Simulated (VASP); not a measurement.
# TaN (I4/mmm) in VASP: a series of runs

Runs on TaN. Level: PBE. Tasks: single point.

Program: VASP 6.6.1. These are calculated values, not measurements. Logs are shortened: lines on timing, memory, paths and dates and some standing lists are left out, and cuts for length are marked.

**1. The cell of the first run**

It takes space group I4/mmm (No. 139, tetragonal). Conventional cell: a = 3.123 Å, b = 3.123 Å, c = 4.351 Å, α = 90.00°, β = 90.00°, γ = 90.00°. Within 2.9 Å of Ta (site symmetry 4/mmm) lie 6 N at 2.18 to 2.21 Å. Within 2.9 Å of N (site symmetry 4/mmm) lie 6 Ta at 2.18 to 2.21 Å.

**2. Single point, PBE (strain +0.000 along x and y, -0.015 along z)**

Contents of INCAR:

```
PREC     = Accurate       # precision mode
ENCUT    = 520            # plane-wave cutoff, eV
EDIFF    = 1E-7           # SCF threshold, eV
ISMEAR   = 0              # smearing method
SIGMA    = 0.15           # smearing width, eV
LREAL    = F              # projectors in reciprocal space
LASPH    = T              # aspherical terms in the spheres
NELM     = 100            # most SCF steps
ALGO     = Normal         # electronic algorithm
ISIF     = 2              # what is computed and relaxed
LWAVE    = F              # write WAVECAR
LCHARG   = F              # write CHGCAR
GGA      = PE             # functional
NBANDS   = 15             # bands
```

Contents of KPOINTS:

```
regular mesh
0
Gamma
  24 24 24
```

Contents of POSCAR:

```
TaN
1.0
    0.0000000000      2.2086347780      2.1755052563
    2.2086347780      0.0000000000      2.1755052563
    2.2086347780      2.2086347780      0.0000000000
Ta N
1 1
Direct
    0.5000000000      0.5000000000      0.5000000000
    0.0000000000      0.0000000000      0.0000000000
```

Potentials or basis: VASP PAW PBE potentials, release 64 (Ta_pv, N).

Started as:

```bash
$ cat potpaw_PBE.64/Ta_pv/POTCAR potpaw_PBE.64/N/POTCAR > POTCAR
$ mpirun -np 1 vasp_std > vasp.out
```

OUTCAR:

```text
PREC = Accurate
   ENCUT = 520
   EDIFF = 1E-7
   ISMEAR = 0
   LREAL = F
   LASPH = T
   NELM = 100
   ISIF = 2
   GGA = PE

 ion  position               nearest neighbor table
   1  0.500  0.500  0.500-   2 2.18   2 2.18   2 2.21   2 2.21   2 2.21   2 2.21
   2  0.000  0.000  0.000-   1 2.18   1 2.18   1 2.21   1 2.21   1 2.21   1 2.21

  LATTYP: Found a body centered tetragonal cell.
 ALAT       =     3.1234812574
 C/A-ratio  =     1.3930003589

  Lattice vectors:

 A1 = (   0.0000000000,  -2.2086347780,  -2.1755052563)
 A2 = (   0.0000000000,   2.2086347780,  -2.1755052563)
 A3 = (   2.2086347780,   0.0000000000,   2.1755052563)

Analysis of symmetry for initial positions (statically):
=====================================================================
 Subroutine PRICEL returns:
 Original cell was already a primitive cell.

 Routine SETGRP: Setting up the symmetry group for a
 body centered tetragonal supercell.

 Subroutine GETGRP returns: Found 16 space group operations
 (whereof 16 operations were pure point group operations)
 out of a pool of 16 trial point group operations.

The static configuration has the point symmetry D_4h.

Analysis of symmetry for dynamics (positions and initial velocities):
=====================================================================
 Subroutine PRICEL returns:
 Original cell was already a primitive cell.

 Routine SETGRP: Setting up the symmetry group for a
 body centered tetragonal supercell.

 Subroutine GETGRP returns: Found 16 space group operations
 (whereof 16 operations were pure point group operations)
 out of a pool of 16 trial point group operations.

The dynamic configuration has the point symmetry D_4h.

 Subroutine INISYM returns: Found 16 space group operations
 (whereof 16 operations are pure point group operations),
 and found     1 'primitive' translations

----------------------------------------------------------------------------------------

                                     Primitive cell

  volume of cell :      21.2245

  direct lattice vectors                    reciprocal lattice vectors
     0.000000000  2.208634778  2.175505256    -0.226384192  0.226384192  0.229831667
     2.208634778  0.000000000  2.175505256     0.226384192 -0.226384192  0.229831667
     2.208634778  2.208634778  0.000000000     0.226384192  0.226384192 -0.229831667

  length of vectors
     3.100143658  3.100143658  3.123481257     0.394109376  0.394109376  0.394109376

  position of ions in fractional coordinates (direct lattice)
     0.500000000  0.500000000  0.500000000
     0.000000000  0.000000000  0.000000000

  ion indices of the primitive-cell ions
   primitive index   ion index
                 1           1
                 2           2

----------------------------------------------------------------------------------------

 KPOINTS: regular mesh

Automatic generation of k-mesh.
 Grid dimensions read from file:
 generate k-points for:   24   24   24

 Generating k-lattice:

  Cartesian coordinates                     Fractional coordinates (reciprocal lattice)
    -0.009432675  0.009432675  0.009576319     0.041666667  0.000000000  0.000000000
     0.009432675 -0.009432675  0.009576319     0.000000000  0.041666667  0.000000000
     0.009432675  0.009432675 -0.009576319     0.000000000  0.000000000  0.041666667

  Length of vectors
     0.016421224  0.016421224  0.016421224

  Shift w.r.t. Gamma in fractional coordinates (k-lattice)
     0.000000000  0.000000000  0.000000000

 Subroutine IBZKPT returns following result:
 ===========================================

 Found   1063 irreducible k-points:

 Following reciprocal coordinates:
            Coordinates               Weight
  0.000000  0.000000  0.000000      1.000000
  0.041667  0.000000  0.000000      8.000000
  0.083333  0.000000  0.000000      8.000000
  0.125000  0.000000  0.000000      8.000000
  0.166667  0.000000  0.000000      8.000000
  0.208333  0.000000  0.000000      8.000000
[... 16 lines left out ...]
  0.416667  0.041667  0.000000      8.000000
  0.458333  0.041667  0.000000      8.000000
 [... further k-points ...]
   k-points           NKPTS =   1063   k-points in BZ     NKDIM =   1063   number of bands    NBANDS=     15
   number of dos      NEDOS =    301   number of ions     NIONS =      2
   total plane-waves  NPLWV =  13824
   dimension x,y,z NGX =    24 NGY =   24 NGZ =   24
   dimension x,y,z NGXF=    48 NGYF=   48 NGZF=   48
   ions per type =               1   1
   NGX,Y,Z   is equivalent  to a cutoff of  12.87, 12.87, 12.77 a.u.
   NGXF,Y,Z  is equivalent  to a cutoff of  25.74, 25.74, 25.55 a.u.
 SYSTEM =  unknown system
   PREC   = accura    normal or accurate (medium, high low for compatibility)
   ISTART =      0    job   : 0-new  1-cont  2-samecut
   ICHARG =      2    charge: 1-file 2-atom 10-const
   ISPIN  =      1    spin polarized calculation?
   LNONCOLLINEAR =      F non collinear calculations
   LSORBIT =      F    spin-orbit coupling
   LASPH  =      T    aspherical Exc in radial PAW
   ENCUT  =  520.0 eV  38.22 Ry    6.18 a.u.   5.76  5.76  5.81*2*pi/ulx,y,z
   NELM   =    100;   NELMIN=  2; NELMDL= -5     # of ELM steps
   EDIFF  = 0.1E-06   stopping-criterion for ELM
   LREAL  =      F    real-space projection
   EDIFFG = 0.1E-05   stopping-criterion for IOM
   NSW    =      0    number of steps for IOM
   IBRION =     -1    ionic relax: 0-MD 1-quasi-New 2-CG
   NFREE  =      0    steps in history (QN), initial steepest desc. (CG)
   ISIF   =      2    stress and relaxation
   ISYM   =      2    0-nonsym 1-usesym 2-fastsym
   POTIM  = 0.5000    time-step for ionic-motion
   TEBEG  =    0.0;   TEEND  =   0.0 temperature during run
   PSTRESS=    0.0 pullay stress
   NELECT =      16.0000    total number of electrons
   NUPDOWN=      -1.0000    fix difference up-down
   EMIN   =  10.00;   EMAX   =-10.00  energy-range for DOS
   EFERMI =   0.00;   METHOD = LEGACY
   ISMEAR =     0;   SIGMA  =   0.15  broadening in eV -4-tet -1-fermi 0-gaus
   EFERMI_NEDOS =   21; number of points for ismear=-14 and -15
   IALGO  =     38    algorithm
   IMIX   =      4    mixing-type and parameters
     AMIX     =   0.40;   BMIX     =  1.00
     AMIX_MAG =   1.60;   BMIX_MAG =  1.00
  volume/ion in A,a.u.               =      10.61        71.62
  Fermi-wavevector in a.u.,A,eV,Ry     =   1.489940  2.815579 30.203870  2.219922
  Thomas-Fermi vector in A             =   2.602785
   LORBIT       =      0    0 simple, 1 ext, 2 COOP (PROOUT), +10 PAW based schemes
   GGA     = PE    functional components
   LHFCALC =     F    Hartree Fock is set to
   AEXX    =    0.0000 exact exchange contribution
   IVDW    =     0    specifies the selected vdW correction
   LEPSILON=     F    determine dielectric tensor
   LRPA    =     F    only Hartree local field effects (RPA)
 non-spin polarized calculation
 Gauss-broadening in eV      SIGMA  =   0.15
  energy-cutoff  :      520.00
  volume of cell :       21.22
 maximum number of plane-waves:       584
   NGX = 11   NGY = 11   NGZ = 11

 number of electron      16.0000003 magnetization

 Free energy of the ion-electron system (eV)
  ---------------------------------------------------
  ext. energy  EPLUGINS =         0.00000000
  ---------------------------------------------------
  free energy    TOTEN  =       -21.81823756 eV

  energy without entropy =      -21.80827756  energy(sigma->0) =      -21.81325756

 E-fermi :   9.5703     XC(G=0): -13.4475

 val. band max:        9.5702817208   @ k =  -0.4167   0.0000   0.2083
 cond. band min:       9.5744589187   @ k =  -0.1250   0.1250   0.0000
 fundamental gap:      0.0041771978
 Fermi energy:         9.5702827093

 k-point     1 :       0.0000    0.0000    0.0000
  band No.  band energies     occupation
      1     -26.2087      2.00000
      2     -26.2087      2.00000
      3     -26.1999      2.00000
      4      -9.3125      2.00000
      5       5.7127      2.00000
      6       5.7127      2.00000
      7       5.7807      2.00000
      8       7.3979      2.00000
      9       7.3979      2.00000
     10       7.5788      2.00000
     11       9.5261      1.32285
     12       9.6788      0.30646
     13      11.1671      0.00000
     14      18.9764      0.00000
     15      21.9358      0.00000

 k-point     2 :       0.0417    0.0000    0.0000
  band No.  band energies     occupation
      1     -26.2225      2.00000
      2     -26.2103      2.00000
      3     -26.2033      2.00000
      4      -9.2699      2.00000
      5       5.4785      2.00000
      6       5.5481      2.00000
      7       5.6055      2.00000
      8       7.4773      2.00000
      9       7.5041      2.00000
     10       7.6611      2.00000
     11       9.7054      0.20277
     12       9.8610      0.00613
     13      11.3011      0.00000
     14      19.1092      0.00000
     15      21.9357      0.00000

 k-point     3 :       0.0833    0.0000    0.0000
  band No.  band energies     occupation
      1     -26.2680      2.00000
      2     -26.2151      2.00000
      3     -26.2077      2.00000
      4      -9.1441      2.00000
      5       4.9027      2.00000
      6       5.1514      2.00000
      7       5.2072      2.00000
      8       7.6727      2.00000
      9       7.7177      2.00000
     10       7.8499      2.00000
     11      10.1862      0.00000
     12      10.3491      0.00000
     13      11.6733      0.00000
     14      19.4944      0.00000
     15      21.9355      0.00000

 k-point     4 :       0.1250    0.0000    0.0000
  band No.  band energies     occupation
      1     -26.3405      2.00000
      2     -26.2225      2.00000
      3     -26.2137      2.00000
      4      -8.9414      2.00000
      5       4.1827      2.00000
      6       4.6625      2.00000
      7       4.7152      2.00000
      8       7.9451      2.00000
      9       7.9720      2.00000
     10       8.0720      2.00000
     11      10.8612      0.00000
     12      11.0323      0.00000
     13      12.2124      0.00000
     14      20.0903      0.00000
     15      21.9353      0.00000
[... 307 lines left out ...]
 k-point    22 :       0.3750    0.0417    0.0000
  band No.  band energies     occupation
      1     -26.9185      2.00000
      2     -26.2968      2.00000
      3     -26.2642      2.00000
      4      -6.9641      2.00000
      5       0.1685      2.00000
      6       2.3148      2.00000
      7       2.4743      2.00000
      8       9.6048      0.74473
      9      10.6520      0.00000
     10      10.8323      0.00000
     11      14.4008      0.00000
     12      15.1084      0.00000
     13      16.3599      0.00000
     14      21.4039      0.00000
     15      21.9695      0.00000

 k-point    23 :       0.4167    0.0417    0.0000
  band No.  band energies     occupation
      1     -26.9883      2.00000
      2     -26.3027      2.00000
      3     -26.2730      2.00000
      4      -6.6528      2.00000
      5      -0.2885      2.00000
      6       2.1340      2.00000
      7       2.2489      2.00000
      8      10.1390      0.00000
      9      11.1238      0.00000
     10      11.2339      0.00000
     11      14.2434      0.00000
     12      15.8247      0.00000
     13      16.8393      0.00000
     14      21.2172      0.00000
     15      21.9662      0.00000

 k-point    24 :       0.4583    0.0417    0.0000
  band No.  band energies     occupation
      1     -27.0352      2.00000
      2     -26.3057      2.00000
      3     -26.2802      2.00000
      4      -6.4250      2.00000
      5      -0.6094      2.00000
      6       2.0280      2.00000
      7       2.0925      2.00000
      8      10.6738      0.00000
      9      11.4810      0.00000
     10      11.4925      0.00000
     11      13.8944      0.00000
     12      16.4213      0.00000
     13      17.1865      0.00000
     14      21.1342      0.00000
     15      21.9648      0.00000

 [... further k-points ...]

------------------------ aborting loop because EDIFF is reached ----------------------------------------

  FORCE on cell =-STRESS in cart. coord.  units (eV):
  Direction    XX          YY          ZZ          XY          YZ          ZX
  --------------------------------------------------------------------------------------
  -------------------------------------------------------------------------------------
  Total        0.3983388      0.3983388      1.6529392      0.0000000      0.0000000      0.0000000
  in kB       30.0694356     30.0694356    124.7755555      0.0000000      0.0000000      0.0000000
  external PRESSURE =      61.6381422 kB  Pullay stress =       0.0000000 kB

 VOLUME and BASIS-vectors are now :
 -----------------------------------------------------------------------------
  energy-cutoff  :      520.00
  volume of cell :       21.22
      direct lattice vectors                 reciprocal lattice vectors
     0.000000000  2.208634778  2.175505256    -0.226384192  0.226384192  0.229831667
     2.208634778  0.000000000  2.175505256     0.226384192 -0.226384192  0.229831667
     2.208634778  2.208634778  0.000000000     0.226384192  0.226384192 -0.229831667

 POSITION                                       TOTAL-FORCE (eV/Angst)
 -----------------------------------------------------------------------------------
      2.20863      2.20863      2.17551         0.000000     -0.000000      0.000000
      0.00000      0.00000      0.00000         0.000000      0.000000      0.000000
 -----------------------------------------------------------------------------------
    total drift:                                0.000000     -0.000000     -0.000000

  FREE ENERGIE OF THE ION-ELECTRON SYSTEM (eV)
  ---------------------------------------------------
  free  energy   TOTEN  =       -21.8182375625 eV

  energy  without entropy=      -21.8082775571  energy(sigma->0) =      -21.81325756
```

It took 4.6 min on 1 thread of Intel Xeon 8259CL, shared host; peak memory 0.43 GiB.

What came out:

| Quantity | Value |
| --- | --- |
| Free energy | -21.8182 eV |
| Pressure | 6.2 GPa |
| Band gap on the k mesh | zero (bands 8 and 9 overlap by 4.01 eV) |

Caveat: the cell differs from its parent crystal (strain +0.000 along x and y, -0.015 along z); the cell stands under pressure; spin-orbit coupling is left out, which moves the levels of the heavy elements.

**3. Single point, PBE (strain -0.015 along x and y, +0.030 along z)**

Contents of INCAR:

```
SYSTEM = TaN
PREC = Accurate
ENCUT = 520
EDIFF = 1E-6
ISMEAR = 0
SIGMA = 0.15
LREAL = .False.
LASPH = .True.
NELM = 60
ALGO = Normal
ISIF = 2
LWAVE = .False.
LCHARG = .False.
GGA = PE
NBANDS = 15
```

Contents of KPOINTS:

```
regular mesh
0
Gamma
  24 24 24
  0 0 0
```

Contents of POSCAR:

```
TaN
1.0
    0.0000000000      2.1755052563      2.2748938213
    2.1755052563      0.0000000000      2.2748938213
    2.1755052563      2.1755052563      0.0000000000
Ta N
1 1
Direct
    0.5000000000      0.5000000000      0.5000000000
    0.0000000000      0.0000000000      0.0000000000
```

Potentials or basis: VASP PAW PBE potentials, release 64 (Ta_pv, N).

Started as:

```bash
$ cat potpaw_PBE.64/Ta_pv/POTCAR potpaw_PBE.64/N/POTCAR > POTCAR
$ mpirun -np 1 vasp_std > vasp.out
```

It took 4.4 min on 1 thread of Intel Xeon 8259CL, shared host; peak memory 0.44 GiB.

The run converged. Its results:

```
Free energy            : -21.7856 eV
Pressure               : 2.6 GPa
Band gap on the k mesh : zero (bands 8 and 9 overlap by 3.73 eV)
```

Stress tensor (GPa, compression positive):
```
  9.63   0.00   0.00
  0.00   9.63   0.00
  0.00   0.00 -11.33
```

Levels at points of the mesh, in eV from the Fermi level:
```tsv
k point	band 4	band 5	band 6	band 7	band 8	band 9	band 10	band 11	band 12	band 13
(0.00, 0.00, 0.00)	-18.76	-3.89	-3.72	-3.72	-2.41	-1.86	-1.86	-0.55	0.38	1.79
(0.50, 0.00, 0.00)	-15.79	-10.26	-7.51	-7.49	1.75	1.92	2.14	3.77	6.76	7.97
(0.50, 0.50, 0.00)	-17.55	-6.89	-5.32	-4.46	-4.46	2.08	3.47	3.47	4.32	6.58
(0.50, 0.00, 0.50)	-17.50	-6.45	-5.38	-4.73	-4.60	1.98	3.17	3.79	4.60	6.84
```

Caveat: the cell differs from its parent crystal (strain -0.015 along x and y, +0.030 along z); spin-orbit coupling is left out, which moves the levels of the heavy elements.
